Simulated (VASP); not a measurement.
# CaSnCl6 (R-3) in VASP: a series of runs

Aim: see how the results for CaSnCl6 move with the level of theory and the settings. Levels: PBEsol, r2SCAN+rVV10. Tasks: single point, relaxation of cell and atoms.

Program: VASP 6.6.1. These are calculated values, not measurements. Logs are shortened: lines on timing, memory, paths and dates and some standing lists are left out, and cuts for length are marked.

## Step 1: The cell of the first run

Symmetry: R-3, No. 148, trigonal system. The conventional cell has a = 11.519 Å, b = 11.519 Å, c = 6.836 Å, α = 90.00°, β = 90.00°, γ = 120.00°. Within 3.6 Å of Ca (site symmetry -3) lie 6 Cl at 2.75 Å and 2 Sn at 3.42 Å. Within 3.2 Å of Sn (site symmetry -3) lie 6 Cl at 2.46 Å. Cl (site symmetry 1) has 1 Sn at 2.46 Å and 1 Ca at 2.75 Å within 3.2 Å.

## Step 2: Single point, PBEsol

Contents of INCAR:

```
  PREC = Accurate
  ENCUT = 520
  EDIFF = 1E-6
  ISMEAR = -1
  SIGMA = 0.03
  LREAL = False
  LASPH = True
  NELM = 80
  ALGO = Normal
  ISIF = 2
  LWAVE = False
  LCHARG = True
  GGA = PS
  LELF = True
  LVHAR = True
  NBANDS = 43
```

Contents of KPOINTS:

```
Automatic mesh
0
Gamma
  4 4 4
```

Contents of POSCAR:

```
CaSnCl6
1.0
    5.7595323898      3.3252675744      2.2787112485
   -5.7595323898      3.3252675744      2.2787112485
    0.0000000000     -6.6505351526      2.2787112431
Ca Sn Cl
1 1 6
Direct
    0.0000000000      0.0000000000      0.0000000000
    0.5000000000      0.5000000000      0.5000000000
    0.4622611246      0.2619500250      0.1243991376
    0.2619500250      0.1243991376      0.4622611246
    0.8756008624      0.5377388754      0.7380499750
    0.7380499750      0.8756008624      0.5377388754
    0.5377388754      0.7380499750      0.8756008624
    0.1243991376      0.4622611246      0.2619500250
```

Potentials or basis: VASP PAW PBE potentials, release 64 (Ca_sv, Sn_d, Cl).

Command:

```sh
$ cat potpaw_PBE.64/Ca_sv/POTCAR potpaw_PBE.64/Sn_d/POTCAR potpaw_PBE.64/Cl/POTCAR > POTCAR
$ mpirun -np 1 vasp_std > vasp.out
```

OUTCAR:

```text
PREC = Accurate
   ENCUT = 520
   EDIFF = 1E-6
   ISMEAR = -1
   LREAL = False
   LASPH = True
   NELM = 80
   ISIF = 2
   GGA = PS

 ion  position               nearest neighbor table
   1  0.000  0.000  0.000-   3 2.75   7 2.75   5 2.75   8 2.75   4 2.75   6 2.75   2 3.42   2 3.42

   2  0.500  0.500  0.500-   4 2.46   6 2.46   5 2.46   8 2.46   7 2.46   3 2.46   1 3.42   1 3.42

   3  0.462  0.262  0.124-   2 2.46   1 2.75
   4  0.262  0.124  0.462-   2 2.46   1 2.75
   5  0.876  0.538  0.738-   2 2.46   1 2.75
   6  0.738  0.876  0.538-   2 2.46   1 2.75
   7  0.538  0.738  0.876-   2 2.46   1 2.75
   8  0.124  0.462  0.262-   2 2.46   1 2.75

  LATTYP: Found a trigonal (rhomboedric) cell.
 ALAT       =     7.0300883881
 COS(alpha) =    -0.3424028788

  Lattice vectors:

 A1 = (   5.7595323898,   3.3252675744,   2.2787112485)
 A2 = (  -5.7595323898,   3.3252675744,   2.2787112485)
 A3 = (   0.0000000000,  -6.6505351526,   2.2787112431)

Analysis of symmetry for initial positions (statically):
=====================================================================
 Subroutine PRICEL returns:
 Original cell was already a primitive cell.

 Routine SETGRP: Setting up the symmetry group for a
 trigonal (rhombohedral) supercell.

 Subroutine GETGRP returns: Found  6 space group operations
 (whereof  6 operations were pure point group operations)
 out of a pool of 12 trial point group operations.

The static configuration has the point symmetry S_6 .

Analysis of symmetry for dynamics (positions and initial velocities):
=====================================================================
 Subroutine PRICEL returns:
 Original cell was already a primitive cell.

 Routine SETGRP: Setting up the symmetry group for a
 trigonal (rhombohedral) supercell.

 Subroutine GETGRP returns: Found  6 space group operations
 (whereof  6 operations were pure point group operations)
 out of a pool of 12 trial point group operations.

The dynamic configuration has the point symmetry S_6 .

 Subroutine INISYM returns: Found  6 space group operations
 (whereof  6 operations are pure point group operations),
 and found     1 'primitive' translations

----------------------------------------------------------------------------------------

                                     Primitive cell

  volume of cell :     261.8511

[... 92 lines left out ...]
   NSW    =      0    number of steps for IOM
   IBRION =     -1    ionic relax: 0-MD 1-quasi-New 2-CG
   NFREE  =      0    steps in history (QN), initial steepest desc. (CG)
   ISIF   =      2    stress and relaxation
   ISYM   =      2    0-nonsym 1-usesym 2-fastsym
   POTIM  = 0.5000    time-step for ionic-motion
   TEBEG  =    0.0;   TEEND  =   0.0 temperature during run
   PSTRESS=    0.0 pullay stress
   NELECT =      66.0000    total number of electrons
   NUPDOWN=      -1.0000    fix difference up-down
   EMIN   =  10.00;   EMAX   =-10.00  energy-range for DOS
   EFERMI =   0.00;   METHOD = LEGACY
   ISMEAR =    -1;   SIGMA  =   0.03  broadening in eV -4-tet -1-fermi 0-gaus
   EFERMI_NEDOS =   21; number of points for ismear=-14 and -15
   IALGO  =     38    algorithm
   IMIX   =      4    mixing-type and parameters
     AMIX     =   0.40;   BMIX     =  1.00
     AMIX_MAG =   1.60;   BMIX_MAG =  1.00
  volume/ion in A,a.u.               =      32.73       220.88
  Fermi-wavevector in a.u.,A,eV,Ry     =   1.034121  1.954205 14.550155  1.069406
  Thomas-Fermi vector in A             =   2.168401
   LORBIT       =      0    0 simple, 1 ext, 2 COOP (PROOUT), +10 PAW based schemes
   GGA     = PS    functional components
   LHFCALC =     F    Hartree Fock is set to
   AEXX    =    0.0000 exact exchange contribution
   IVDW    =     0    specifies the selected vdW correction
   LEPSILON=     F    determine dielectric tensor
   LRPA    =     F    only Hartree local field effects (RPA)
 non-spin polarized calculation
  energy-cutoff  :      520.00
  volume of cell :      261.85
 maximum number of plane-waves:      7080
 NGX is ok and might be reduce to    54
   NGX = 27   NGY = 27   NGZ = 27

 number of electron      65.9999997 magnetization

 Free energy of the ion-electron system (eV)
  ---------------------------------------------------
  ext. energy  EPLUGINS =         0.00000000
  ---------------------------------------------------
  free energy    TOTEN  =       -29.92554302 eV

  energy without entropy =      -29.92554302  energy(sigma->0) =      -29.92554302

 E-fermi :  -0.4735     XC(G=0):  -7.4025

 val. band max:       -1.1894550354   @ k =   0.2500   0.2500   0.2500
 cond. band min:       1.6619819231   @ k =   0.0000   0.0000   0.0000
 fundamental gap:      2.8514369585
 Fermi energy:        -0.4735380605

 k-point     1 :       0.0000    0.0000    0.0000
  band No.  band energies     occupation
      1     -39.5874      2.00000
      2     -21.5929      2.00000
      3     -21.5929      2.00000
      4     -21.4547      2.00000
      5     -21.4303      2.00000
      6     -21.4303      2.00000
[... 633 lines left out ...]
     42       6.9967      0.00000
     43       6.9970      0.00000

------------------------ aborting loop because EDIFF is reached ----------------------------------------

  FORCE on cell =-STRESS in cart. coord.  units (eV):
  Direction    XX          YY          ZZ          XY          YZ          ZX
  --------------------------------------------------------------------------------------
  -------------------------------------------------------------------------------------
  Total       -0.0416249     -0.0416249     -0.0342408     -0.0000000     -0.0000000     -0.0000000
  in kB       -0.2546888     -0.2546888     -0.2095080     -0.0000001     -0.0000000     -0.0000000
  external PRESSURE =      -0.2396285 kB  Pullay stress =       0.0000000 kB

 VOLUME and BASIS-vectors are now :
 -----------------------------------------------------------------------------
  energy-cutoff  :      520.00
  volume of cell :      261.85
      direct lattice vectors                 reciprocal lattice vectors
     5.759532390  3.325267574  2.278711249     0.086812603  0.050121280  0.146281515
    -5.759532390  3.325267574  2.278711249    -0.086812603  0.050121280  0.146281515
     0.000000000 -6.650535153  2.278711243     0.000000000 -0.100242560  0.146281515

 POSITION                                       TOTAL-FORCE (eV/Angst)
 -----------------------------------------------------------------------------------
      0.00000      0.00000      0.00000        -0.000000      0.000000     -0.000000
      0.00000     -0.00000      3.41807        -0.000000      0.000000     -0.000000
      1.15370      1.58088      1.93374         0.004440      0.005796      0.013235
      0.79223     -1.78957      1.93374         0.002800     -0.006743      0.013235
      1.94593     -0.20869      4.90240         0.007240     -0.000947     -0.013235
     -0.79223      1.78957      4.90240        -0.002800      0.006743     -0.013235
     -1.15370     -1.58088      4.90240        -0.004440     -0.005796     -0.013235
     -1.94593      0.20869      1.93374        -0.007240      0.000947      0.013235
 -----------------------------------------------------------------------------------
    total drift:                               -0.000000      0.000000      0.000000

  FREE ENERGIE OF THE ION-ELECTRON SYSTEM (eV)
  ---------------------------------------------------
  free  energy   TOTEN  =       -29.9255430169 eV

  energy  without entropy=      -29.9255430169  energy(sigma->0) =      -29.92554302
```

Wall time 1.9 min (1 thread of AMD EPYC 9R45 (Zen 5), shared host); peak memory 0.45 GiB.

Results:

```
Free energy            : -29.9255 eV
Pressure               : 0.0 GPa
Largest force          : 0.015 eV/Å
Band gap on the k mesh : 2.85 eV (least direct gap 3.06 eV)
```

Forces on the atoms (eV/Å):
```
Ca   0.000  0.000  0.000
Sn   0.000  0.000  0.000
Cl   0.004  0.006  0.013
Cl   0.003 -0.007  0.013
Cl   0.007 -0.001 -0.013
Cl  -0.003  0.007 -0.013
Cl  -0.004 -0.006 -0.013
Cl  -0.007  0.001  0.013
```

Caveat: the PAW data sets were made with another functional, which shifts forces and pressure a little; spin-orbit coupling is left out, which moves the levels of the heavy elements.

## Step 3: Single point, r2SCAN+rVV10

This run uses another cell than the first one, of 28.59 Å³/atom.

Contents of POSCAR:

```
CaSnCl6
1.0
    5.3571194675      3.0929343654      2.3005729643
   -5.3571194675      3.0929343654      2.3005729643
    0.0000000000     -6.1858687345      2.3005729592
Ca Sn Cl
1 1 6
Direct
    0.0000000000      0.0000000000      0.0000000000
    0.5000000000      0.5000000000      0.5000000000
    0.4750284238      0.2692010546      0.1112029517
    0.2692010546      0.1112029517      0.4750284238
    0.8887970483      0.5249715762      0.7307989454
    0.7307989454      0.8887970483      0.5249715762
    0.5249715762      0.7307989454      0.8887970483
    0.1112029517      0.4750284238      0.2692010546
```

Contents of INCAR.step1:

```
PREC     = Accurate       # precision mode
ENCUT    = 520            # plane-wave cutoff, eV
ISMEAR   = -1             # smearing method
SIGMA    = 0.03           # smearing width, eV
LREAL    = False          # projectors in reciprocal space
LASPH    = True           # aspherical terms in the spheres
NELM     = 100            # most SCF steps
NBANDS   = 43             # bands
GGA      = PE             # functional
ALGO     = Normal         # electronic algorithm
EDIFF    = 1E-4           # SCF threshold, eV
LWAVE    = True           # write WAVECAR
LCHARG   = False          # write CHGCAR
```

Contents of INCAR.step2:

```
PREC     = Accurate       # precision mode
ENCUT    = 520            # plane-wave cutoff, eV
EDIFF    = 1E-6           # SCF threshold, eV
ISMEAR   = -1             # smearing method
SIGMA    = 0.03           # smearing width, eV
LREAL    = False          # projectors in reciprocal space
LASPH    = True           # aspherical terms in the spheres
NELM     = 100            # most SCF steps
ALGO     = Normal         # electronic algorithm
ISIF     = 2              # what is computed and relaxed
LWAVE    = False          # write WAVECAR
LCHARG   = False          # write CHGCAR
METAGGA  = R2SCAN         # meta-GGA
LMIXTAU  = True         
LUSE_VDW = True         
IVDW_NL  = 2            
BPARAM   = 11.95        
CPARAM   = 0.0093       
NBANDS   = 43             # bands
ISTART   = 1
```

KPOINTS is that of step 2.

Potentials or basis: VASP PAW PBE potentials, release 64 (Ca_sv, Sn_d, Cl).

Command:

```sh
$ cat potpaw_PBE.64/Ca_sv/POTCAR potpaw_PBE.64/Sn_d/POTCAR potpaw_PBE.64/Cl/POTCAR > POTCAR
$ cp INCAR.step1 INCAR
$ mpirun -np 1 vasp_std > vasp.out
$ cp INCAR.step2 INCAR
$ mpirun -np 1 vasp_std > vasp.out
```

Run time: 6.8 min. Hardware: 1 thread of AMD EPYC 9R45 (Zen 5), shared host; peak memory 0.84 GiB.

The run converged. Its results:

- Free energy: -79.4624 eV
- Pressure: 0.0 GPa
- Largest force: 0.020 eV/Å
- Band gap on the k mesh: 3.32 eV (least direct gap 3.45 eV)

Forces on the atoms (eV/Å):
```
Ca   0.000  0.000  0.000
Sn   0.000  0.000  0.000
Cl   0.012  0.014  0.008
Cl   0.007 -0.017  0.008
Cl   0.018 -0.003 -0.008
Cl  -0.007  0.017 -0.008
Cl  -0.012 -0.014 -0.008
Cl  -0.018  0.003  0.008
```

Stress tensor (GPa, compression positive):
```
-0.03  0.00  0.00
 0.00 -0.03  0.00
 0.00  0.00  0.05
```

Levels at points of the mesh, in eV from the valence-band top:
```tsv
k point	band 30	band 31	band 32	band 33	band 34	band 35	band 36	band 37
(0.00, 0.00, 0.00)	-0.44	-0.29	-0.29	-0.13	3.32	6.45	6.85	6.85
(0.50, 0.00, 0.00)	-0.50	-0.43	-0.32	-0.09	3.68	6.19	6.48	6.61
(0.50, 0.50, 0.00)	-0.81	-0.58	-0.33	-0.08	3.62	6.04	6.64	6.86
(0.50, 0.50, 0.50)	-0.69	-0.50	-0.50	-0.42	3.67	6.09	6.42	6.42
```

Caveat: the PAW data sets were made with another functional, which shifts forces and pressure a little; spin-orbit coupling is left out, which moves the levels of the heavy elements. A k mesh can miss the band edges.

(Continued in part 2 of 2.)
